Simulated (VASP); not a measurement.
# PbS (P-6m2) in VASP: a series of runs

Runs on PbS. Level: LDA. Tasks: single point.

All numbers are computed with VASP 6.6.1; they aren't measurements. Logs are shortened: lines on timing, memory, paths and dates and some standing lists are left out, and cuts for length are marked.

## (1) The cell of the first run

The structure is hexagonal, space group P-6m2 (No. 187). The conventional cell has a = 4.144 Å, b = 4.144 Å, c = 3.838 Å, α = 90.00°, β = 90.00°, γ = 120.00°. Pb (site symmetry -6m2) has 6 S at 3.07 Å and 8 Pb at 3.84 to 4.14 Å within 4.2 Å. S (site symmetry -6m2) has 6 Pb at 3.07 Å and 8 S at 3.84 to 4.14 Å within 4.2 Å.

## (2) Single point, LDA

File INCAR:

```
SYSTEM = PbS
  PREC = Accurate
  ENCUT = 500
  EDIFF = 1E-6
  ISMEAR = -1
  SIGMA = 0.1
  LREAL = .False.
  LASPH = .True.
  NELM = 120
  ALGO = Normal
  ISIF = 2
  LWAVE = .False.
  LCHARG = .False.
  NBANDS = 17
  GGA_COMPAT = .False.
```

File KPOINTS:

```
Automatic mesh
0
Gamma
  6 6 6
  0 0 0
```

File POSCAR:

```
PbS
1.0
    4.1435180138      0.0000000000      0.0000000000
   -2.0717590069      3.5883877133      0.0000000000
    0.0000000000      0.0000000000      3.8380200588
Pb S
1 1
Direct
    0.0000000000      0.0000000000      0.0000000000
    0.6666666667      0.3333333333      0.5000000000
```

Potentials or basis: VASP PAW LDA potentials, release 64 (Pb_d, S).

Started as:

```console
cat potpaw_LDA.64/Pb_d/POTCAR potpaw_LDA.64/S/POTCAR > POTCAR
mpirun -np 1 vasp_std > vasp.out
```

OUTCAR:

```text
SYSTEM = PbS
   PREC = Accurate
   ENCUT = 500
   EDIFF = 1E-6
   ISMEAR = -1
   LREAL = .False.
   LASPH = .True.
   NELM = 120
   ISIF = 2

 ion  position               nearest neighbor table
   1  0.000  0.000  0.000-   2 3.07   2 3.07   2 3.07   2 3.07   2 3.07   2 3.07
   2  0.667  0.333  0.500-   1 3.07   1 3.07   1 3.07   1 3.07   1 3.07   1 3.07

  LATTYP: Found a hexagonal cell.
 ALAT       =     4.1435180138
 C/A-ratio  =     0.9262708756

  Lattice vectors:

 A1 = (   4.1435180138,   0.0000000000,   0.0000000000)
 A2 = (  -2.0717590069,   3.5883877133,   0.0000000000)
 A3 = (   0.0000000000,   0.0000000000,   3.8380200588)

Analysis of symmetry for initial positions (statically):
=====================================================================
 Subroutine PRICEL returns:
 Original cell was already a primitive cell.

 Routine SETGRP: Setting up the symmetry group for a
 hexagonal supercell.

 Subroutine GETGRP returns: Found 12 space group operations
 (whereof 12 operations were pure point group operations)
 out of a pool of 24 trial point group operations.

The static configuration has the point symmetry D_3h.

Analysis of symmetry for dynamics (positions and initial velocities):
=====================================================================
 Subroutine PRICEL returns:
 Original cell was already a primitive cell.

 Routine SETGRP: Setting up the symmetry group for a
 hexagonal supercell.

 Subroutine GETGRP returns: Found 12 space group operations
 (whereof 12 operations were pure point group operations)
 out of a pool of 24 trial point group operations.

The dynamic configuration has the point symmetry D_3h.

 Subroutine INISYM returns: Found 12 space group operations
 (whereof 12 operations are pure point group operations),
 and found     1 'primitive' translations

----------------------------------------------------------------------------------------

                                     Primitive cell

  volume of cell :      57.0658

  direct lattice vectors                    reciprocal lattice vectors
     4.143518014  0.000000000  0.000000000     0.241340812  0.139338344  0.000000000
    -2.071759007  3.588387713  0.000000000     0.000000000  0.278676687  0.000000000
     0.000000000  0.000000000  3.838020059     0.000000000  0.000000000  0.260551009

  length of vectors
     4.143518014  4.143514422  3.838020059     0.278676446  0.278676687  0.260551009

  position of ions in fractional coordinates (direct lattice)
     0.000000000  0.000000000  0.000000000
     0.666666667  0.333333333  0.500000000

  ion indices of the primitive-cell ions
   primitive index   ion index
                 1           1
                 2           2

----------------------------------------------------------------------------------------

 KPOINTS: Automatic mesh

Automatic generation of k-mesh.
 Grid dimensions read from file:
 generate k-points for:    6    6    6

 Generating k-lattice:

  Cartesian coordinates                     Fractional coordinates (reciprocal lattice)
     0.040223469  0.023223057  0.000000000     0.166666667  0.000000000  0.000000000
     0.000000000  0.046446115  0.000000000     0.000000000  0.166666667  0.000000000
     0.000000000  0.000000000  0.043425168     0.000000000  0.000000000  0.166666667

  Length of vectors
     0.046446074  0.046446115  0.043425168

  Shift w.r.t. Gamma in fractional coordinates (k-lattice)
     0.000000000  0.000000000  0.000000000

 Subroutine IBZKPT returns following result:
 ===========================================

 Found     28 irreducible k-points:

 Following reciprocal coordinates:
            Coordinates               Weight
  0.000000  0.000000  0.000000      1.000000
  0.166667  0.000000  0.000000      6.000000
  0.333333  0.000000  0.000000      6.000000
  0.500000  0.000000  0.000000      3.000000
  0.166667  0.166667  0.000000      6.000000
  0.333333  0.166667  0.000000     12.000000
[... 16 lines left out ...]
  0.166667  0.000000  0.500000      6.000000
  0.333333  0.000000  0.500000      6.000000
 [... further k-points ...]
   k-points           NKPTS =     28   k-points in BZ     NKDIM =     28   number of bands    NBANDS=     17
   number of dos      NEDOS =    301   number of ions     NIONS =      2
   total plane-waves  NPLWV =  25200
   dimension x,y,z NGX =    30 NGY =   30 NGZ =   28
   dimension x,y,z NGXF=    60 NGYF=   60 NGZF=   56
   ions per type =               1   1
   NGX,Y,Z   is equivalent  to a cutoff of  12.04, 12.04, 12.13 a.u.
   NGXF,Y,Z  is equivalent  to a cutoff of  24.07, 24.07, 24.26 a.u.
 SYSTEM =  PbS
   PREC   = accura    normal or accurate (medium, high low for compatibility)
   ISTART =      0    job   : 0-new  1-cont  2-samecut
   ICHARG =      2    charge: 1-file 2-atom 10-const
   ISPIN  =      1    spin polarized calculation?
   LNONCOLLINEAR =      F non collinear calculations
   LSORBIT =      F    spin-orbit coupling
   LASPH  =      T    aspherical Exc in radial PAW
   ENCUT  =  500.0 eV  36.75 Ry    6.06 a.u.   7.55  7.55  7.00*2*pi/ulx,y,z
   NELM   =    120;   NELMIN=  2; NELMDL= -5     # of ELM steps
   EDIFF  = 0.1E-05   stopping-criterion for ELM
   LREAL  =      F    real-space projection
   EDIFFG = 0.1E-04   stopping-criterion for IOM
   NSW    =      0    number of steps for IOM
   IBRION =     -1    ionic relax: 0-MD 1-quasi-New 2-CG
   NFREE  =      0    steps in history (QN), initial steepest desc. (CG)
   ISIF   =      2    stress and relaxation
   ISYM   =      2    0-nonsym 1-usesym 2-fastsym
   POTIM  = 0.5000    time-step for ionic-motion
   TEBEG  =    0.0;   TEEND  =   0.0 temperature during run
   PSTRESS=    0.0 pullay stress
   NELECT =      20.0000    total number of electrons
   NUPDOWN=      -1.0000    fix difference up-down
   EMIN   =  10.00;   EMAX   =-10.00  energy-range for DOS
   EFERMI =   0.00;   METHOD = LEGACY
   ISMEAR =    -1;   SIGMA  =   0.10  broadening in eV -4-tet -1-fermi 0-gaus
   EFERMI_NEDOS =   21; number of points for ismear=-14 and -15
   IALGO  =     38    algorithm
   IMIX   =      4    mixing-type and parameters
     AMIX     =   0.40;   BMIX     =  1.00
     AMIX_MAG =   1.60;   BMIX_MAG =  1.00
  volume/ion in A,a.u.               =      28.53       192.55
  Fermi-wavevector in a.u.,A,eV,Ry     =   1.154231  2.181181 18.126363  1.332250
  Thomas-Fermi vector in A             =   2.290869
   LORBIT       =      0    0 simple, 1 ext, 2 COOP (PROOUT), +10 PAW based schemes
   GGA     = CA    functional components
   LHFCALC =     F    Hartree Fock is set to
   AEXX    =    0.0000 exact exchange contribution
   IVDW    =     0    specifies the selected vdW correction
   LEPSILON=     F    determine dielectric tensor
   LRPA    =     F    only Hartree local field effects (RPA)
 non-spin polarized calculation
  energy-cutoff  :      500.00
  volume of cell :       57.07
 maximum number of plane-waves:      1466
   NGX = 15   NGY = 15   NGZ = 13

 number of electron      19.9999998 magnetization

 Free energy of the ion-electron system (eV)
  ---------------------------------------------------
  ext. energy  EPLUGINS =         0.00000000
  ---------------------------------------------------
  free energy    TOTEN  =        -9.61751291 eV

  energy without entropy =       -9.61396874  energy(sigma->0) =       -9.61574083

 E-fermi :   4.5034     XC(G=0):  -9.6166

 val. band max:        4.4640285002   @ k =   0.0000   0.0000   0.5000
 cond. band min:       4.5843403200   @ k =   0.3333   0.3333   0.0000
 fundamental gap:      0.1203118198
 Fermi energy:         4.5034294647

 k-point     1 :       0.0000    0.0000    0.0000
  band No.  band energies     occupation
      1     -12.3033      2.00000
      2     -12.2855      2.00000
      3     -12.2855      2.00000
      4     -12.1975      2.00000
      5     -12.1975      2.00000
      6      -8.3386      2.00000
[... 9 lines left out ...]
     16      15.2881      0.00000
     17      15.2888      0.00000

 k-point     2 :       0.1667    0.0000    0.0000
  band No.  band energies     occupation
      1     -12.2992      2.00000
      2     -12.2881      2.00000
      3     -12.2716      2.00000
      4     -12.2045      2.00000
      5     -12.1990      2.00000
      6      -8.1370      2.00000
[... 9 lines left out ...]
     16      14.2896      0.00000
     17      14.9699      0.00000

 k-point     3 :       0.3333    0.0000    0.0000
  band No.  band energies     occupation
      1     -12.3091      2.00000
      2     -12.2756      2.00000
      3     -12.2436      2.00000
      4     -12.2185      2.00000
      5     -12.2021      2.00000
      6      -7.6390      2.00000
[... 9 lines left out ...]
     16      15.1421      0.00000
     17      15.5735      0.00000

 k-point     4 :       0.5000    0.0000    0.0000
  band No.  band energies     occupation
      1     -12.3158      2.00000
      2     -12.2678      2.00000
      3     -12.2294      2.00000
      4     -12.2254      2.00000
      5     -12.2036      2.00000
      6      -7.3066      2.00000
[... 9 lines left out ...]
     16      15.4342      0.00000
     17      15.4578      0.00000
[... 343 lines left out ...]
      1     -12.2783      2.00000
      2     -12.2783      2.00000
      3     -12.2375      2.00000
      4     -12.2375      2.00000
      5     -12.1967      2.00000
      6      -7.2816      2.00000
[... 9 lines left out ...]
     16      13.1287      0.00000
     17      13.1290      0.00000

 k-point    23 :       0.1667    0.0000    0.5000
  band No.  band energies     occupation
      1     -12.2808      2.00000
      2     -12.2652      2.00000
      3     -12.2562      2.00000
      4     -12.2400      2.00000
      5     -12.1878      2.00000
      6      -7.1508      2.00000
[... 9 lines left out ...]
     16      13.2855      0.00000
     17      14.2007      0.00000

 k-point    24 :       0.3333    0.0000    0.5000
  band No.  band energies     occupation
      1     -12.2922      2.00000
      2     -12.2877      2.00000
      3     -12.2452      2.00000
      4     -12.2388      2.00000
      5     -12.1687      2.00000
      6      -6.8702      2.00000
[... 9 lines left out ...]
     16      14.9654      0.00000
     17      16.5197      0.00000

 [... further k-points ...]

------------------------ aborting loop because EDIFF is reached ----------------------------------------

  FORCE on cell =-STRESS in cart. coord.  units (eV):
  Direction    XX          YY          ZZ          XY          YZ          ZX
  --------------------------------------------------------------------------------------
  -------------------------------------------------------------------------------------
  Total       -2.0228552     -2.0228505     -2.3787763      0.0000000      0.0000000     -0.0000000
  in kB      -56.7936191    -56.7934878    -66.7864481      0.0000000      0.0000000     -0.0000000
  external PRESSURE =     -60.1245184 kB  Pullay stress =       0.0000000 kB

 VOLUME and BASIS-vectors are now :
 -----------------------------------------------------------------------------
  energy-cutoff  :      500.00
  volume of cell :       57.07
      direct lattice vectors                 reciprocal lattice vectors
     4.143518014  0.000000000  0.000000000     0.241340812  0.139338344  0.000000000
    -2.071759007  3.588387713  0.000000000     0.000000000  0.278676687  0.000000000
     0.000000000  0.000000000  3.838020059     0.000000000  0.000000000  0.260551009

 POSITION                                       TOTAL-FORCE (eV/Angst)
 -----------------------------------------------------------------------------------
      0.00000      0.00000      0.00000        -0.000000      0.000000      0.000000
      2.07176      1.19613      1.91901         0.000000      0.000000      0.000000
 -----------------------------------------------------------------------------------
    total drift:                               -0.000000     -0.000001      0.000000

  FREE ENERGIE OF THE ION-ELECTRON SYSTEM (eV)
  ---------------------------------------------------
  free  energy   TOTEN  =        -9.6175129125 eV

  energy  without entropy=       -9.6139687426  energy(sigma->0) =       -9.61574083
```

It took 35 s on 1 thread of Intel Xeon 8259CL, shared host; peak memory 0.15 GiB.

What came out:

```yaml
Free_energy: -9.6175 eV
Pressure: -6.0 GPa
Band_gap_on_the_k_mesh: zero (bands 10 and 11 overlap by 0.40 eV)
```

Stress tensor (GPa, compression positive):
```
-5.68  0.00  0.00
 0.00 -5.68  0.00
 0.00  0.00 -6.68
```

Caveat: the cell stands under tension; semilocal functionals underestimate gaps, and a narrow one can read as zero; spin-orbit coupling is left out, which moves the levels of the heavy elements.

## (3) Single point, LDA

This run uses another cell than the first one, of 29.08 Å³/atom.

File INCAR:

```
  PREC = Accurate
  ENCUT = 500
  EDIFF = 1E-6
  ISMEAR = -1
  SIGMA = 0.1
  LREAL = False
  LASPH = True
  NELM = 120
  ALGO = Normal
  ISIF = 2
  LWAVE = False
  LCHARG = True
  LELF = True
  LVHAR = True
  NBANDS = 17
  GGA_COMPAT = False
```

File KPOINTS:

```
Automatic mesh
0
Gamma
  6 6 6
```

File POSCAR:

```
PbS
1.0
    4.1699105599      0.0000000000      0.0000000000
   -2.0849552799      3.6112443022      0.0000000000
    0.0000000000      0.0000000000      3.8624667055
Pb S
1 1
Direct
    0.0000000000      0.0000000000      0.0000000000
    0.6666666667      0.3333333333      0.5000000000
```

Potentials or basis: VASP PAW LDA potentials, release 64 (Pb_d, S).

Started as:

```console
cat potpaw_LDA.64/Pb_d/POTCAR potpaw_LDA.64/S/POTCAR > POTCAR
mpirun -np 1 vasp_std > vasp.out
```

It took 38 s on 1 thread of Intel Xeon 8259CL, shared host; peak memory 0.16 GiB.

The run converged. Its results:

```yaml
Free_energy: -9.5746 eV
Pressure: -6.6 GPa
Band_gap_on_the_k_mesh: zero (bands 10 and 11 overlap by 0.32 eV)
```

Stress tensor (GPa, compression positive):
```
-6.22  0.00  0.00
 0.00 -6.22  0.00
 0.00  0.00 -7.49
```

Levels at points of the mesh, in eV from the Fermi level:
```
           k point  band 6  band 7  band 8  band 9  band 10  band 11  band 12  band 13  band 14  band 15
(0.00, 0.00, 0.00)  -12.70   -6.61   -1.94   -1.48    -1.48     3.32     3.32     5.33     6.03     6.76
(0.50, 0.00, 0.00)  -11.71   -8.30   -2.43   -1.76    -1.01     1.77     3.73     4.90     5.40    10.71
(0.00, 0.00, 0.50)  -11.69   -8.76   -0.92   -0.92    -0.06     0.73     3.63     3.63     8.20     8.20
(0.50, 0.00, 0.50)  -11.16   -7.38   -3.75   -3.74    -1.23     2.06     2.64     2.73     7.92    10.13
```

Caveat: the cell stands under tension; semilocal functionals underestimate gaps, and a narrow one can read as zero; spin-orbit coupling is left out, which moves the levels of the heavy elements.

The gap in the log of VASP goes by the Fermi energy; the results here count the filled bands.